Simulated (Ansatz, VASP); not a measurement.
Two plane-wave programs on Si

```
Si
1.0
     0.00000    2.73550    2.73550
     2.73550    0.00000    2.73550
     2.73550    2.73550    0.00000
Si
2
Cartesian
  4.1032 4.1032 4.1032
  2.7355 2.7355 2.7355
```

Alike in both runs: functional PBE; k mesh 6 × 6 × 6; occupations fermi-dirac, width 0.02 eV; no spin polarisation.

Ansatz relaxed the structure, and its values are those at the end. VASP's run is a single point on that final structure, the one shown.

|  | VASP | Ansatz |
| --- | --- | --- |
| version | VASP 6.6.1 | Ansatz 0.2.0 |
| potentials or method | VASP PAW PBE potentials, release 64 (Si), cutoff 520 eV | plane waves, PAW |
| valence electrons in the cell | 8 | 8 |

VASP gave:

| Property | Result |
| --- | --- |
| pressure (GPa) | -0.1 |

Problem. Which values does Ansatz return?

Solution. Pressure (GPa): 0.0.
